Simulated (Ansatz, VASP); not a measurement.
# MnF2 in VASP and in Ansatz

File INCAR:

```
PREC = Accurate
ENCUT = 700
EDIFF = 1E-6
ISMEAR = 0
SIGMA = 0.1
LREAL = False
LASPH = True
NELM = 200
ALGO = Normal
ISIF = 2
LWAVE = False
LCHARG = False
ISPIN = 2
MAGMOM = 5 -5 0 0 0 0
LORBIT = 11
LMAXMIX = 4
GGA = PE
NBANDS = 42
GGA_COMPAT = False
```

File KPOINTS:

```
Automatic mesh
0
Gamma
  4 4 6
```

The input POSCAR:

```
MnF2
1.0
    4.8738000000      0.0000000000      0.0000000000
    0.0000000000      4.8738000000      0.0000000000
    0.0000000000      0.0000000000      3.3107000000
Mn F
2 4
Direct
    0.0000000000      0.0000000000      0.0000000000
    0.5000000000      0.5000000000      0.5000000000
    0.3053000000      0.3053000000      0.0000000000
    0.1947000000      0.8053000000      0.5000000000
    0.6947000000      0.6947000000      0.0000000000
    0.8053000000      0.1947000000      0.5000000000
```

Input for Ansatz:

```yaml
crystal:
  lattice:
    - [4.8738, 0.0, 0.0]
    - [0.0, 4.8738, 0.0]
    - [0.0, 0.0, 3.3107]
  atoms:
    - { symbol: Mn, position: [0.0, 0.0, 0.0], spin: 5.0 }
    - { symbol: Mn, position: [0.5, 0.5, 0.5], spin: -5.0 }
    - { symbol: F, position: [0.3053, 0.3053, 0.0] }
    - { symbol: F, position: [0.1947, 0.8053, 0.5] }
    - { symbol: F, position: [0.6947, 0.6947, 0.0] }
    - { symbol: F, position: [0.8053, 0.1947, 0.5] }
basis:
  ecutwfc: 420
kpoints:
  mp_grid: { grid: [4, 4, 6] }
hamiltonian:
  xc: pbe
  pseudopotentials: { kind: paw }
scf:
  occupations: { method: gaussian, width: 0.1 }
  lower_state_search: "off"
output:
  forces: true
  stress: true
  eigenvalues: true
  populations: true
magnetization:
  spin_polarized: true
```

Alike in both runs: task single point; functional PBE; k mesh 4 × 4 × 6; occupations gaussian, width 0.1 eV; collinear spin.

|  | VASP | Ansatz |
| --- | --- | --- |
| version | VASP 6.6.1 | Ansatz 0.2.0 |
| potentials or method | VASP PAW PBE potentials, release 64 (Mn_sv, F), cutoff 700 eV | scalar-relativistic, plane waves, PAW |
| valence electrons in the cell | 58 | 58 |

Ansatz gave:

* gap on the k mesh at the Fermi level (eV): 2.17
* least direct gap on the mesh (eV): 2.23
* pressure (GPa): 2.6
* traceless stress, the component that is largest in VASP (GPa): 0.07
* rms of the force components (eV/Å): 0.049
* net moment per atom (μB): 0.00
* size of the moment on the site where the two differ most (μB): 4.15

**Question.** Estimate VASP's values.

**Answer.** gap on the k mesh at the Fermi level (eV): 2.16; least direct gap on the mesh (eV): 2.22; pressure (GPa): 2.0; traceless stress, the component that is largest in VASP (GPa): 0.06; rms of the force components (eV/Å): 0.049; net moment per atom (μB): 0.00; size of the moment on the site where the two differ most (μB): 4.37.

Site moments also hang on the region over which each program counts them. Atom by atom the forces differ by 0.000 eV/Å (rms over components). The functional is the same, so the differences come from potentials, cutoffs and numerics.
